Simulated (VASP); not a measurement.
# Tc (P6_3/mmc) in VASP: a series of runs, part 2 of 2

VASP 6.6.1.

## Step 3: Relaxation of cell and atoms, r2SCAN

This run uses another cell than the first one, of 14.30 Å³/atom.

Contents of POSCAR:

```
Tc
1.0
    2.7400000000      0.0000000000      0.0000000000
   -1.3700000000      2.3729100000      0.0000000000
    0.0000000000      0.0000000000      4.3980000000
Tc
2
Direct
    0.3333333333      0.6666666667      0.2500000000
    0.6666666667      0.3333333333      0.7500000000
```

Contents of INCAR.step1:

```
SYSTEM = Tc
  ALGO = Normal
  EDIFF = 1E-4
  ENCUT = 600
  GGA = PE
  ISMEAR = -1
  LASPH = .True.
  LCHARG = .False.
  LREAL = .False.
  LWAVE = .True.
  NELM = 60
  PREC = Accurate
  SIGMA = 0.05
```

Contents of INCAR.step2:

```
SYSTEM = Tc
  ALGO = Normal
  EDIFF = 1E-7
  EDIFFG = -0.03
  ENCUT = 600
  IBRION = 2
  ISIF = 3
  ISMEAR = -1
  ISTART = 1
  LASPH = .True.
  LCHARG = .False.
  LMIXTAU = .True.
  LREAL = .False.
  LWAVE = .False.
  METAGGA = R2SCAN
  NELM = 60
  NSW = 80
  PREC = Accurate
  SIGMA = 0.05
```

Contents of KPOINTS:

```
k-points
0
Gamma
  7 7 4
  0 0 0
```

Potentials or basis: VASP PAW PBE potentials, release 64 (Tc_pv).

Command:

```console
> cat potpaw_PBE.64/Tc_pv/POTCAR > POTCAR
> cp INCAR.step1 INCAR
> mpirun -np 1 vasp_std > vasp.out
> cp INCAR.step2 INCAR
> mpirun -np 1 vasp_std > vasp.out
```

OUTCAR:

```text
SYSTEM = Tc
   EDIFF = 1E-7
   EDIFFG = -0.03
   ENCUT = 600
   IBRION = 2
   ISIF = 3
   ISMEAR = -1
   ISTART = 1
   LASPH = .True.
   LREAL = .False.
   METAGGA = R2SCAN
   NELM = 60
   NSW = 80
   PREC = Accurate

 ion  position               nearest neighbor table
   1  0.333  0.667  0.250-   2 2.71   2 2.71   2 2.71   2 2.71   2 2.71   2 2.71
   2  0.667  0.333  0.750-   1 2.71   1 2.71   1 2.71   1 2.71   1 2.71   1 2.71

  LATTYP: Found a hexagonal cell.
 ALAT       =     2.7400000000
 C/A-ratio  =     1.6051094891

  Lattice vectors:

 A1 = (   2.7400000000,   0.0000000000,   0.0000000000)
 A2 = (  -1.3700000000,   2.3729100000,   0.0000000000)
 A3 = (   0.0000000000,   0.0000000000,   4.3980000000)

Analysis of symmetry for initial positions (statically):
=====================================================================
 Subroutine PRICEL returns:
 Original cell was already a primitive cell.

 Routine SETGRP: Setting up the symmetry group for a
 hexagonal supercell.

 Subroutine GETGRP returns: Found 24 space group operations
 (whereof 12 operations were pure point group operations)
 out of a pool of 24 trial point group operations.

The static configuration has the point symmetry D_3d.
 The point group associated with its full space group is D_6h.

Analysis of symmetry for dynamics (positions and initial velocities):
=====================================================================
 Subroutine PRICEL returns:
 Original cell was already a primitive cell.

 Routine SETGRP: Setting up the symmetry group for a
 hexagonal supercell.

 Subroutine GETGRP returns: Found 24 space group operations
 (whereof 12 operations were pure point group operations)
 out of a pool of 24 trial point group operations.

The dynamic configuration has the point symmetry D_3d.
 The point group associated with its full space group is D_6h.

 Subroutine INISYM returns: Found 24 space group operations
 (whereof 12 operations are pure point group operations),
 and found     1 'primitive' translations

----------------------------------------------------------------------------------------

                                     Primitive cell

  volume of cell :      28.5948

  direct lattice vectors                    reciprocal lattice vectors
     2.740000000  0.000000000  0.000000000     0.364963504  0.210711742  0.000000000
    -1.370000000  2.372910000  0.000000000     0.000000000  0.421423484  0.000000000
     0.000000000  0.000000000  4.398000000     0.000000000  0.000000000  0.227376080

  length of vectors
     2.740000000  2.740000341  4.398000000     0.421423537  0.421423484  0.227376080

  position of ions in fractional coordinates (direct lattice)
     0.333333333  0.666666667  0.250000000
     0.666666667  0.333333333  0.750000000

  ion indices of the primitive-cell ions
   primitive index   ion index
                 1           1
                 2           2

----------------------------------------------------------------------------------------

 KPOINTS: k-points

Automatic generation of k-mesh.
 Grid dimensions read from file:
 generate k-points for:    7    7    4

 Generating k-lattice:

  Cartesian coordinates                     Fractional coordinates (reciprocal lattice)
     0.052137643  0.030101677  0.000000000     0.142857143  0.000000000  0.000000000
     0.000000000  0.060203355  0.000000000     0.000000000  0.142857143  0.000000000
     0.000000000  0.000000000  0.056844020     0.000000000  0.000000000  0.250000000

  Length of vectors
     0.060203362  0.060203355  0.056844020

  Shift w.r.t. Gamma in fractional coordinates (k-lattice)
     0.000000000  0.000000000  0.000000000

 Subroutine IBZKPT returns following result:
 ===========================================

 Found     24 irreducible k-points:

 Following reciprocal coordinates:
            Coordinates               Weight
  0.000000  0.000000  0.000000      1.000000
  0.142857  0.000000  0.000000      6.000000
  0.285714  0.000000  0.000000      6.000000
  0.428571  0.000000  0.000000      6.000000
  0.142857  0.142857  0.000000      6.000000
  0.285714  0.142857  0.000000     12.000000
[... 16 lines left out ...]
  0.428571  0.142857  0.500000      6.000000
  0.285714  0.285714  0.500000      6.000000
   k-points           NKPTS =     24   k-points in BZ     NKDIM =     24   number of bands    NBANDS=     17
   number of dos      NEDOS =    301   number of ions     NIONS =      2
   total plane-waves  NPLWV =  20736
   dimension x,y,z NGX =    24 NGY =   24 NGZ =   36
   dimension x,y,z NGXF=    48 NGYF=   48 NGZF=   72
   ions per type =               2
   NGX,Y,Z   is equivalent  to a cutoff of  14.56, 14.56, 13.61 a.u.
   NGXF,Y,Z  is equivalent  to a cutoff of  29.12, 29.12, 27.22 a.u.
 SYSTEM =  Tc
   PREC   = accura    normal or accurate (medium, high low for compatibility)
   ISTART =      1    job   : 0-new  1-cont  2-samecut
   ICHARG =      0    charge: 1-file 2-atom 10-const
   ISPIN  =      1    spin polarized calculation?
   LNONCOLLINEAR =      F non collinear calculations
   LSORBIT =      F    spin-orbit coupling
   LASPH  =      T    aspherical Exc in radial PAW
   ENCUT  =  600.0 eV  44.10 Ry    6.64 a.u.   5.47  5.47  8.78*2*pi/ulx,y,z
   NELM   =     60;   NELMIN=  2; NELMDL=  0     # of ELM steps
   EDIFF  = 0.1E-06   stopping-criterion for ELM
   LREAL  =      F    real-space projection
   EDIFFG = -.3E-01   stopping-criterion for IOM
   NSW    =     80    number of steps for IOM
   IBRION =      2    ionic relax: 0-MD 1-quasi-New 2-CG
   NFREE  =      1    steps in history (QN), initial steepest desc. (CG)
   ISIF   =      3    stress and relaxation
   ISYM   =      2    0-nonsym 1-usesym 2-fastsym
   POTIM  = 0.5000    time-step for ionic-motion
   TEBEG  =    0.0;   TEEND  =   0.0 temperature during run
   PSTRESS=    0.0 pullay stress
   NELECT =      26.0000    total number of electrons
   NUPDOWN=      -1.0000    fix difference up-down
   EMIN   =  10.00;   EMAX   =-10.00  energy-range for DOS
   EFERMI =   0.00;   METHOD = LEGACY
   ISMEAR =    -1;   SIGMA  =   0.05  broadening in eV -4-tet -1-fermi 0-gaus
   EFERMI_NEDOS =   21; number of points for ismear=-14 and -15
   IALGO  =     38    algorithm
   IMIX   =      4    mixing-type and parameters
     AMIX     =   0.40;   BMIX     =  1.00
     AMIX_MAG =   1.60;   BMIX_MAG =  1.00
  volume/ion in A,a.u.               =      14.30        96.48
  Fermi-wavevector in a.u.,A,eV,Ry     =   1.586002  2.997108 34.224105  2.515401
  Thomas-Fermi vector in A             =   2.685380
   LORBIT       =      0    0 simple, 1 ext, 2 COOP (PROOUT), +10 PAW based schemes
   METAGGA = R2SCAN    functional components
   LHFCALC =     F    Hartree Fock is set to
   AEXX    =    0.0000 exact exchange contribution
   IVDW    =     0    specifies the selected vdW correction
   LEPSILON=     F    determine dielectric tensor
   LRPA    =     F    only Hartree local field effects (RPA)
 conjugate gradient relaxation of ions
 non-spin polarized calculation
  energy-cutoff  :      600.00
  volume of cell :       28.59
 maximum number of plane-waves:       968
 NGX is ok and might be reduce to    24
   NGX = 11   NGY = 11   NGZ = 17

--------------------------------------- Ionic step        1  -------------------------------------------

 number of electron      26.0000001 magnetization

 Free energy of the ion-electron system (eV)
  ---------------------------------------------------
  ext. energy  EPLUGINS =         0.00000000
  ---------------------------------------------------
  free energy    TOTEN  =       -51.94502540 eV

  energy without entropy =      -51.91666171  energy(sigma->0) =      -51.93084355

------------------------ aborting loop because EDIFF is reached ----------------------------------------

  FORCE on cell =-STRESS in cart. coord.  units (eV):
  Direction    XX          YY          ZZ          XY          YZ          ZX
  --------------------------------------------------------------------------------------
  -------------------------------------------------------------------------------------
  Total       -0.3954026     -0.3954027      0.1621725     -0.0000000      0.0000000      0.0000000
  in kB      -22.1545551    -22.1545624      9.0865851     -0.0000000      0.0000000      0.0000000
  external PRESSURE =     -11.7408441 kB  Pullay stress =       0.0000000 kB
[... 201 lines left out ...]
  energy  without entropy=      -51.9205436768  energy(sigma->0) =      -51.93439156

--------------------------------------- Ionic step        7  -------------------------------------------

 number of electron      26.0000001 magnetization

 Free energy of the ion-electron system (eV)
  ---------------------------------------------------
  ext. energy  EPLUGINS =         0.00000000
  ---------------------------------------------------
  free energy    TOTEN  =       -51.94849686 eV

  energy without entropy =      -51.92106179  energy(sigma->0) =      -51.93477932

 E-fermi :  12.5848     XC(G=0): -15.1486

 val. band max:       12.5686302733   @ k =   0.2857   0.0000   0.5000
 cond. band min:      12.5872519948   @ k =   0.4286   0.1429   0.2500
 fundamental gap:      0.0186217215
 Fermi energy:        12.5848311014

 k-point     1 :       0.0000    0.0000    0.0000
  band No.  band energies     occupation
      1     -28.1582      2.00000
      2     -26.9238      2.00000
      3     -26.9238      2.00000
      4     -26.7482      2.00000
      5     -26.7371      2.00000
      6     -26.7371      2.00000
[... 9 lines left out ...]
     16      14.1287      0.00000
     17      15.3307      0.00000
[... 487 lines left out ...]
  FREE ENERGIE OF THE ION-ELECTRON SYSTEM (eV)
  ---------------------------------------------------
  free  energy   TOTEN  =       -51.9484968579 eV

  energy  without entropy=      -51.9210617885  energy(sigma->0) =      -51.93477932

 reached required accuracy - stopping structural energy minimisation
```

Wall time 3.4 min (1 thread of AMD EPYC 9R45 (Zen 5), shared host); peak memory 0.14 GiB.

Results:

- Free energy: -51.9485 eV
- Relaxed volume: 14.25 Å³/atom
- Relaxed cell: a = 2.724 Å, b = 2.724 Å, c = 4.435 Å, α = 90.00°, β = 90.00°, γ = 120.00°
- Space group after relaxing (to 0.1 Å): P6_3/mmc (No. 194)
- Energy gained by relaxing: 1.7 meV/atom
- Ionic steps: 7
- Pressure after relaxing: 0.0 GPa
- Band gap on the k mesh: zero (bands 13 and 14 overlap by 3.00 eV)

Step by step:
```csv
step,energy change (eV),largest force (eV/Å),pressure (GPa),volume (Å³)
1,0.0000,0.0000,-1.17,28.59
2,0.0006,0.0000,3.92,28.16
3,-0.0020,0.0000,1.20,28.39
4,-0.0026,0.0000,-0.06,28.51
5,-0.0034,0.0000,0.47,28.46
6,-0.0032,0.0000,-0.87,28.58
7,-0.0035,0.0000,0.02,28.50
```

Final structure:
```yaml
crystal:
  lattice:
    - [2.72404, 0.00000, 0.00000]
    - [-1.36202, 2.35909, 0.00000]
    - [0.00000, 0.00000, 4.43469]
  atoms:
    - { symbol: Tc, position: [0.33333, 0.66667, 0.25000] }
    - { symbol: Tc, position: [0.66667, 0.33333, 0.75000] }
```

Caveat: the k points lie up to 0.38 Å⁻¹ apart in the final cell, too coarse for converged energies and pressures of a metal; the PAW data sets were made with another functional, which shifts forces and pressure a little.

The gap in the log of VASP goes by the Fermi energy; the results here count the filled bands.